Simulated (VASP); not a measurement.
# Si (I4_1/amd) in VASP: notebook

Si is run at these levels: r2SCAN; tasks: single point.

All numbers are computed with VASP 6.6.1; they aren't measurements. Logs are shortened: lines on timing, memory, paths and dates and some standing lists are left out, and cuts for length are marked.

### 1 The cell of the first run

It takes space group I4_1/amd (No. 141, tetragonal). Conventional cell: a = 3.840 Å, b = 3.840 Å, c = 5.295 Å, α = 90.00°, β = 90.00°, γ = 90.00°. Si (site symmetry -4m2) has 4 Si at 2.33 Å within 3.1 Å.

### 2 Single point, r2SCAN (strain -0.0250 x Voigt [0, 0, 1, 0, 0, 0])

The input, POSCAR:

```
Si
1.0
    0.0000000000      2.7154700000      2.6475832500
    2.7154700000      0.0000000000      2.6475832500
    2.7154700000      2.7154700000      0.0000000000
Si
2
Direct
    0.5000000000      0.5000000000      0.5000000000
    0.7500000000      0.7500000000      0.7500000000
```

The input, INCAR.step1:

```
SYSTEM = Si
ALGO     = Normal         ! electronic algorithm
EDIFF    = 1E-4           ! SCF threshold, eV
ENCUT    = 520            ! plane-wave cutoff, eV
GGA      = PE             ! functional
ISMEAR   = 0              ! smearing method
LASPH    = .True.         ! aspherical terms in the spheres
LCHARG   = .False.        ! write CHGCAR
LREAL    = .False.        ! projectors in reciprocal space
LWAVE    = .True.         ! write WAVECAR
NBANDS   = 11             ! bands
NELM     = 80             ! most SCF steps
PREC     = Accurate       ! precision mode
SIGMA    = 0.05           ! smearing width, eV
```

The input, INCAR.step2:

```
SYSTEM = Si
ALGO     = Normal         ! electronic algorithm
EDIFF    = 1E-6           ! SCF threshold, eV
ENCUT    = 520            ! plane-wave cutoff, eV
ISIF     = 2              ! what is computed and relaxed
ISMEAR   = 0              ! smearing method
ISTART   = 1            
LASPH    = .True.         ! aspherical terms in the spheres
LCHARG   = .True.         ! write CHGCAR
LELF     = .True.         ! ELF
LMIXTAU  = .True.       
LREAL    = .False.        ! projectors in reciprocal space
LVHAR    = .True.       
LWAVE    = .False.        ! write WAVECAR
METAGGA  = R2SCAN         ! meta-GGA
NBANDS   = 11             ! bands
NELM     = 80             ! most SCF steps
PREC     = Accurate       ! precision mode
SIGMA    = 0.05           ! smearing width, eV
```

The input, KPOINTS:

```
k-points
0
Gamma
  10 10 10
  0 0 0
```

Potentials or basis: VASP PAW PBE potentials, release 64 (Si).

Run with:

```console
cat potpaw_PBE.64/Si/POTCAR > POTCAR
cp INCAR.step1 INCAR
mpirun -np 1 vasp_std > vasp.out
cp INCAR.step2 INCAR
mpirun -np 1 vasp_std > vasp.out
```

OUTCAR:

```text
SYSTEM = Si
   EDIFF = 1E-6
   ENCUT = 520
   ISIF = 2
   ISMEAR = 0
   ISTART = 1
   LASPH = .True.
   LREAL = .False.
   METAGGA = R2SCAN
   NELM = 80
   PREC = Accurate

 ion  position               nearest neighbor table
   1  0.500  0.500  0.500-   2 2.33   2 2.33   2 2.33   2 2.33
   2  0.750  0.750  0.750-   1 2.33   1 2.33   1 2.33   1 2.33

  LATTYP: Found a body centered tetragonal cell.
 ALAT       =     3.8402545022
 C/A-ratio  =     1.3788582233

  Lattice vectors:

 A1 = (   0.0000000000,  -2.7154700000,  -2.6475832500)
 A2 = (   0.0000000000,   2.7154700000,  -2.6475832500)
 A3 = (   2.7154700000,   0.0000000000,   2.6475832500)

Analysis of symmetry for initial positions (statically):
=====================================================================
 Subroutine PRICEL returns:
 Original cell was already a primitive cell.

 Routine SETGRP: Setting up the symmetry group for a
 body centered tetragonal supercell.

 Subroutine GETGRP returns: Found 16 space group operations
 (whereof  8 operations were pure point group operations)
 out of a pool of 16 trial point group operations.

The static configuration has the point symmetry D_2d.
 The point group associated with its full space group is D_4h.

Analysis of symmetry for dynamics (positions and initial velocities):
=====================================================================
 Subroutine PRICEL returns:
 Original cell was already a primitive cell.

 Routine SETGRP: Setting up the symmetry group for a
 body centered tetragonal supercell.

 Subroutine GETGRP returns: Found 16 space group operations
 (whereof  8 operations were pure point group operations)
 out of a pool of 16 trial point group operations.

The dynamic configuration has the point symmetry D_2d.
 The point group associated with its full space group is D_4h.

 Subroutine INISYM returns: Found 16 space group operations
 (whereof  8 operations are pure point group operations),
 and found     1 'primitive' translations

----------------------------------------------------------------------------------------

                                     Primitive cell

  volume of cell :      39.0454

  direct lattice vectors                    reciprocal lattice vectors
     0.000000000  2.715470000  2.647583250    -0.184130187  0.184130187  0.188851474
     2.715470000  0.000000000  2.647583250     0.184130187 -0.184130187  0.188851474
     2.715470000  2.715470000  0.000000000     0.184130187  0.184130187 -0.188851474

  length of vectors
     3.792555126  3.792555126  3.840254502     0.321671776  0.321671776  0.321671776

  position of ions in fractional coordinates (direct lattice)
     0.500000000  0.500000000  0.500000000
     0.750000000  0.750000000  0.750000000

  ion indices of the primitive-cell ions
   primitive index   ion index
                 1           1
                 2           2

----------------------------------------------------------------------------------------

 KPOINTS: k-points

Automatic generation of k-mesh.
 Grid dimensions read from file:
 generate k-points for:   10   10   10

 Generating k-lattice:

  Cartesian coordinates                     Fractional coordinates (reciprocal lattice)
    -0.018413019  0.018413019  0.018885147     0.100000000  0.000000000  0.000000000
     0.018413019 -0.018413019  0.018885147     0.000000000  0.100000000  0.000000000
     0.018413019  0.018413019 -0.018885147    -0.000000000 -0.000000000  0.100000000

  Length of vectors
     0.032167178  0.032167178  0.032167178

  Shift w.r.t. Gamma in fractional coordinates (k-lattice)
     0.000000000  0.000000000  0.000000000

 Subroutine IBZKPT returns following result:
 ===========================================

 Found    102 irreducible k-points:

 Following reciprocal coordinates:
            Coordinates               Weight
  0.000000  0.000000  0.000000      1.000000
  0.100000  0.000000  0.000000      8.000000
  0.200000  0.000000  0.000000      8.000000
  0.300000  0.000000  0.000000      8.000000
  0.400000  0.000000  0.000000      8.000000
  0.500000  0.000000  0.000000      4.000000
[... 16 lines left out ...]
  0.300000  0.300000  0.000000      2.000000
  0.400000  0.300000  0.000000      8.000000
 [... further k-points ...]
   k-points           NKPTS =    102   k-points in BZ     NKDIM =    102   number of bands    NBANDS=     11
   number of dos      NEDOS =    301   number of ions     NIONS =      2
   total plane-waves  NPLWV =  23520
   dimension x,y,z NGX =    28 NGY =   28 NGZ =   30
   dimension x,y,z NGXF=    56 NGYF=   56 NGZF=   60
   ions per type =               2
   NGX,Y,Z   is equivalent  to a cutoff of  12.27, 12.27, 12.99 a.u.
   NGXF,Y,Z  is equivalent  to a cutoff of  24.55, 24.55, 25.97 a.u.
 SYSTEM =  Si
   PREC   = accura    normal or accurate (medium, high low for compatibility)
   ISTART =      1    job   : 0-new  1-cont  2-samecut
   ICHARG =      0    charge: 1-file 2-atom 10-const
   ISPIN  =      1    spin polarized calculation?
   LNONCOLLINEAR =      F non collinear calculations
   LSORBIT =      F    spin-orbit coupling
   LASPH  =      T    aspherical Exc in radial PAW
   ENCUT  =  520.0 eV  38.22 Ry    6.18 a.u.   7.05  7.05  7.14*2*pi/ulx,y,z
   NELM   =     80;   NELMIN=  2; NELMDL=  0     # of ELM steps
   EDIFF  = 0.1E-05   stopping-criterion for ELM
   LREAL  =      F    real-space projection
   EDIFFG = 0.1E-04   stopping-criterion for IOM
   NSW    =      0    number of steps for IOM
   IBRION =     -1    ionic relax: 0-MD 1-quasi-New 2-CG
   NFREE  =      0    steps in history (QN), initial steepest desc. (CG)
   ISIF   =      2    stress and relaxation
   ISYM   =      2    0-nonsym 1-usesym 2-fastsym
   POTIM  = 0.5000    time-step for ionic-motion
   TEBEG  =    0.0;   TEEND  =   0.0 temperature during run
   PSTRESS=    0.0 pullay stress
   NELECT =       8.0000    total number of electrons
   NUPDOWN=      -1.0000    fix difference up-down
   EMIN   =  10.00;   EMAX   =-10.00  energy-range for DOS
   EFERMI =   0.00;   METHOD = LEGACY
   ISMEAR =     0;   SIGMA  =   0.05  broadening in eV -4-tet -1-fermi 0-gaus
   EFERMI_NEDOS =   21; number of points for ismear=-14 and -15
   IALGO  =     38    algorithm
   IMIX   =      4    mixing-type and parameters
     AMIX     =   0.40;   BMIX     =  1.00
     AMIX_MAG =   1.60;   BMIX_MAG =  1.00
  volume/ion in A,a.u.               =      19.52       131.75
  Fermi-wavevector in a.u.,A,eV,Ry     =   0.965121  1.823814 12.673254  0.931458
  Thomas-Fermi vector in A             =   2.094810
   LORBIT       =      0    0 simple, 1 ext, 2 COOP (PROOUT), +10 PAW based schemes
   METAGGA = R2SCAN    functional components
   LHFCALC =     F    Hartree Fock is set to
   AEXX    =    0.0000 exact exchange contribution
   IVDW    =     0    specifies the selected vdW correction
   LEPSILON=     F    determine dielectric tensor
   LRPA    =     F    only Hartree local field effects (RPA)
 non-spin polarized calculation
 Gauss-broadening in eV      SIGMA  =   0.05
  energy-cutoff  :      520.00
  volume of cell :       39.05
 maximum number of plane-waves:      1066
   NGX = 15   NGY = 15   NGZ = 15

 number of electron       8.0000000 magnetization

 Free energy of the ion-electron system (eV)
  ---------------------------------------------------
  ext. energy  EPLUGINS =         0.00000000
  ---------------------------------------------------
  free energy    TOTEN  =       -17.53306138 eV

  energy without entropy =      -17.53306138  energy(sigma->0) =      -17.53306138

 E-fermi :   6.3382     XC(G=0):  -9.9563

 val. band max:        6.1240185173   @ k =   0.0000   0.0000   0.0000
 cond. band min:       6.5737675691   @ k =   0.4000   0.4000   0.0000
 fundamental gap:      0.4497490518
 Fermi energy:         6.3381827199

 k-point     1 :       0.0000    0.0000    0.0000
  band No.  band energies     occupation
      1      -6.7091      2.00000
      2       5.9368      2.00000
      3       5.9368      2.00000
      4       6.1240      2.00000
      5       8.7036      0.00000
      6       8.8054      0.00000
      7       8.8054      0.00000
      8      10.2933      0.00000
      9      13.8939      0.00000
     10      14.3722      0.00000
     11      14.8231      0.00000

 k-point     2 :       0.1000    0.0000    0.0000
  band No.  band energies     occupation
      1      -6.5683      2.00000
      2       4.8220      2.00000
      3       5.7139      2.00000
      4       5.8591      2.00000
      5       8.8762      0.00000
      6       9.0866      0.00000
      7       9.1182      0.00000
      8      11.1266      0.00000
      9      13.5695      0.00000
     10      13.9762      0.00000
     11      15.3738      0.00000

 k-point     3 :       0.2000    0.0000    0.0000
  band No.  band energies     occupation
      1      -6.1523      2.00000
      2       2.8568      2.00000
      3       5.2834      2.00000
      4       5.4618      2.00000
      5       8.6212      0.00000
      6       9.6277      0.00000
      7       9.6498      0.00000
      8      12.8923      0.00000
      9      13.3543      0.00000
     10      13.5864      0.00000
     11      15.9992      0.00000

 k-point     4 :       0.3000    0.0000    0.0000
  band No.  band energies     occupation
      1      -5.4892      2.00000
      2       0.9485      2.00000
      3       4.9016      2.00000
      4       5.1184      2.00000
      5       8.2755      0.00000
      6       9.7304      0.00000
      7       9.8874      0.00000
      8      14.0539      0.00000
      9      14.0963      0.00000
     10      14.4561      0.00000
     11      15.8197      0.00000
[... 239 lines left out ...]
 k-point    22 :      -0.2000    0.2000    0.0000
  band No.  band energies     occupation
      1      -5.2754      2.00000
      2       1.3688      2.00000
      3       2.8925      2.00000
      4       4.9522      2.00000
      5       9.0953      0.00000
      6      10.3332      0.00000
      7      10.8678      0.00000
      8      12.4109      0.00000
      9      12.4152      0.00000
     10      17.5414      0.00000
     11      17.7024      0.00000

 k-point    23 :       0.3000    0.3000    0.0000
  band No.  band energies     occupation
      1      -4.9948      2.00000
      2       1.5548      2.00000
      3       3.4728      2.00000
      4       3.4728      2.00000
      5       6.8751      0.00000
      6       8.6588      0.00000
      7      13.2380      0.00000
      8      13.2380      0.00000
      9      15.8359      0.00000
     10      16.3618      0.00000
     11      19.7540      0.00000

 k-point    24 :       0.4000    0.3000    0.0000
  band No.  band energies     occupation
      1      -4.3219      2.00000
      2       0.4351      2.00000
      3       2.8663      2.00000
      4       3.2420      2.00000
      5       7.0711      0.00000
      6       8.3982      0.00000
      7      13.6054      0.00000
      8      13.6373      0.00000
      9      17.0804      0.00000
     10      18.0581      0.00000
     11      19.2644      0.00000

 [... further k-points ...]
[... 5 lines left out ...]
  --------------------------------------------------------------------------------------
  -------------------------------------------------------------------------------------
  Total        0.5477355      0.5477355      1.1827500      0.0000000      0.0000000     -0.0000000
  in kB       22.4756287     22.4756287     48.5326380      0.0000000      0.0000000     -0.0000000
  external PRESSURE =      31.1612985 kB  Pullay stress =       0.0000000 kB

 VOLUME and BASIS-vectors are now :
 -----------------------------------------------------------------------------
  energy-cutoff  :      520.00
  volume of cell :       39.05
      direct lattice vectors                 reciprocal lattice vectors
     0.000000000  2.715470000  2.647583250    -0.184130187  0.184130187  0.188851474
     2.715470000  0.000000000  2.647583250     0.184130187 -0.184130187  0.188851474
     2.715470000  2.715470000  0.000000000     0.184130187  0.184130187 -0.188851474

 POSITION                                       TOTAL-FORCE (eV/Angst)
 -----------------------------------------------------------------------------------
      2.71547      2.71547      2.64758        -0.000000     -0.000000     -0.000000
      4.07320      4.07320      3.97137         0.000000      0.000000      0.000000
 -----------------------------------------------------------------------------------
    total drift:                                0.000000      0.000000     -0.000000

  FREE ENERGIE OF THE ION-ELECTRON SYSTEM (eV)
  ---------------------------------------------------
  free  energy   TOTEN  =       -17.5330613849 eV

  energy  without entropy=      -17.5330613849  energy(sigma->0) =      -17.53306138
```

Wall time 88 s (1 thread of Intel Xeon 6975P-C (Granite Rapids), shared host); peak memory 0.17 GiB.

What came out:

| Property | Result |
| --- | --- |
| Free energy | -17.5331 eV |
| Pressure | 3.1 GPa |
| Band gap on the k mesh | 0.45 eV, indirect (least direct gap 2.58 eV) |

Stress tensor (GPa, compression positive):
```
2.25 0.00 0.00
0.00 2.25 0.00
0.00 0.00 4.85
```

Levels at points of the mesh, in eV from the valence-band top:
```
           k point  band 1  band 2  band 3  band 4  band 5  band 6  band 7  band 8
(0.00, 0.00, 0.00)  -12.83   -0.19   -0.19    0.00    2.58    2.68    2.68    4.17
(0.50, 0.00, 0.00)  -10.31   -7.52   -1.55   -1.29    1.83    3.35    3.59    8.27
(0.50, 0.50, 0.00)   -8.26   -8.26   -3.34   -3.34    0.60    0.60   10.95   10.95
(0.50, 0.00, 0.50)   -8.42   -8.42   -3.14   -3.14    0.82    0.82   10.84   10.84
```

Caveat: the cell differs from its parent crystal (strain -0.0250 x Voigt [0, 0, 1, 0, 0, 0]); the PAW data sets were made with another functional, which shifts forces and pressure a little.

### 3 Single point, r2SCAN (strain +0.0250 x Voigt [0, 0, 1, 0, 0, 0])

The input, POSCAR:

```
Si
1.0
    0.0000000000      2.7154700000      2.7833567500
    2.7154700000      0.0000000000      2.7833567500
    2.7154700000      2.7154700000      0.0000000000
Si
2
Direct
    0.5000000000      0.5000000000      0.5000000000
    0.7500000000      0.7500000000      0.7500000000
```

The input, INCAR.step1:

```
SYSTEM = Si
PREC = Accurate
ENCUT = 520
ISMEAR = 0
SIGMA = 0.05
LREAL = .FALSE.
LASPH = .TRUE.
NELM = 80
NBANDS = 11
GGA = PE
ALGO = Normal
EDIFF = 1E-4
LWAVE = .TRUE.
LCHARG = .FALSE.
```

The input, INCAR.step2:

```
SYSTEM = Si
PREC = Accurate
ENCUT = 520
EDIFF = 1E-6
ISMEAR = 0
SIGMA = 0.05
LREAL = .FALSE.
LASPH = .TRUE.
NELM = 80
ALGO = Normal
ISIF = 2
LWAVE = .FALSE.
LCHARG = .FALSE.
METAGGA = R2SCAN
LMIXTAU = .TRUE.
NBANDS = 11
ISTART = 1
```

The input, KPOINTS:

```
regular mesh
0
G
  10 10 10
  0 0 0
```

Potentials or basis: VASP PAW PBE potentials, release 64 (Si).

Run with:

```console
cat potpaw_PBE.64/Si/POTCAR > POTCAR
cp INCAR.step1 INCAR
mpirun -np 1 vasp_std > vasp.out
cp INCAR.step2 INCAR
mpirun -np 1 vasp_std > vasp.out
```

It took 96 s on 1 thread of Intel Xeon 6975P-C (Granite Rapids), shared host; peak memory 0.18 GiB.

The run converged. Its results:

* Free energy: -17.5395 eV
* Pressure: -1.9 GPa
* Band gap on the k mesh: 0.68 eV, indirect (least direct gap 2.65 eV)

Stress tensor (GPa, compression positive):
```
-0.95  0.00  0.00
 0.00 -0.95  0.00
 0.00  0.00 -3.69
```

Levels at points of the mesh, in eV from the valence-band top:
| k point | band 1 | band 2 | band 3 | band 4 | band 5 | band 6 | band 7 | band 8 | band 9 |
| --- | --- | --- | --- | --- | --- | --- | --- | --- | --- |
| (0.00, 0.00, 0.00) | -12.41 | -0.19 | 0.00 | 0.00 | 2.65 | 2.65 | 2.75 | 3.61 | 7.82 |
| (0.50, 0.00, 0.00) | -10.03 | -7.21 | -1.44 | -1.19 | 1.70 | 3.47 | 3.63 | 8.24 | 10.90 |
| (0.50, 0.50, 0.00) | -8.24 | -8.24 | -2.88 | -2.88 | 1.04 | 1.04 | 10.61 | 10.61 | 11.40 |
| (0.50, 0.00, 0.50) | -8.09 | -8.09 | -3.07 | -3.07 | 0.84 | 0.84 | 10.47 | 10.47 | 11.61 |

Caveat: the cell differs from its parent crystal (strain +0.0250 x Voigt [0, 0, 1, 0, 0, 0]); the PAW data sets were made with another functional, which shifts forces and pressure a little. A k mesh can miss the band edges.

### 4 Single point, r2SCAN (strain +0.0500 x Voigt [0, 0, 1, 0, 0, 0])

The input, POSCAR:

```
Si
1.0
    0.0000000000      2.7154700000      2.8512435000
    2.7154700000      0.0000000000      2.8512435000
    2.7154700000      2.7154700000      0.0000000000
Si
2
Direct
    0.5000000000      0.5000000000      0.5000000000
    0.7500000000      0.7500000000      0.7500000000
```

The input, INCAR.step1:

```
PREC = Accurate ; ENCUT = 520
ISMEAR = 0 ; SIGMA = 0.05
LREAL = F ; LASPH = T
NELM = 60 ; NBANDS = 11
GGA = PE ; ALGO = Normal
EDIFF = 1E-4 ; LWAVE = T
LCHARG = F
```

The input, INCAR.step2:

```
PREC = Accurate ; ENCUT = 520
EDIFF = 1E-6 ; ISMEAR = 0
SIGMA = 0.05 ; LREAL = F
LASPH = T ; NELM = 60
ALGO = Normal ; ISIF = 2
LWAVE = F ; LCHARG = T
METAGGA = R2SCAN ; LMIXTAU = T
LELF = T ; LVHAR = T
NBANDS = 11 ; ISTART = 1
```

The input, KPOINTS:

```
Automatic mesh
0
Gamma
  10 10 10
```

Run with:

```console
cat potpaw_PBE.64/Si/POTCAR > POTCAR
cp INCAR.step1 INCAR
mpirun -np 1 vasp_std > vasp.out
cp INCAR.step2 INCAR
mpirun -np 1 vasp_std > vasp.out
```

Wall time 80 s (1 thread of Intel Xeon 6975P-C (Granite Rapids), shared host); peak memory 0.18 GiB.

The run converged. Its results:

* Free energy: -17.5040 eV
* Pressure: -3.9 GPa
* Band gap on the k mesh: 0.58 eV, indirect (least direct gap 2.55 eV)

Stress tensor (GPa, compression positive):
```
-2.10  0.00  0.00
 0.00 -2.10  0.00
 0.00  0.00 -7.64
```

Levels at points of the mesh, in eV from the valence-band top:
| k point | band 1 | band 2 | band 3 | band 4 | band 5 | band 6 | band 7 | band 8 |
| --- | --- | --- | --- | --- | --- | --- | --- | --- |
| (0.00, 0.00, 0.00) | -12.31 | -0.38 | 0.00 | 0.00 | 2.55 | 2.55 | 2.75 | 3.23 |
| (0.50, 0.00, 0.00) | -9.98 | -7.16 | -1.60 | -1.11 | 1.48 | 3.40 | 3.66 | 8.15 |
| (0.50, 0.50, 0.00) | -8.31 | -8.31 | -2.75 | -2.75 | 1.15 | 1.15 | 10.33 | 10.33 |
| (0.50, 0.00, 0.50) | -8.03 | -8.03 | -3.12 | -3.12 | 0.75 | 0.75 | 9.99 | 9.99 |

Caveat: the cell differs from its parent crystal (strain +0.0500 x Voigt [0, 0, 1, 0, 0, 0]); the PAW data sets were made with another functional, which shifts forces and pressure a little.

### 5 Summary

```csv
cell,gap on the mesh (eV),pressure (GPa)
"a = 3.793, b = 3.793, c = 3.840 Å, angles 59.6, 59.6, 60.8°, 2 atoms",0.45,3.1
"a = 3.889, b = 3.889, c = 3.840 Å, angles 60.4, 60.4, 59.2°, 2 atoms",0.68,-1.9
"a = 3.937, b = 3.937, c = 3.840 Å, angles 60.8, 60.8, 58.4°, 2 atoms",0.58,-3.9
```

Alike in all rows: task single point; level r2SCAN; potentials or basis VASP PAW PBE potentials, release 64 (Si); no spin polarisation; k mesh 10 × 10 × 10; cutoff (eV) 520; smearing gaussian 0.05 eV.

Caveats: the PAW data sets were made with another functional, which shifts forces and pressure a little.

Total energies depend on the potentials used, so only differences within one code and one set of settings carry meaning.
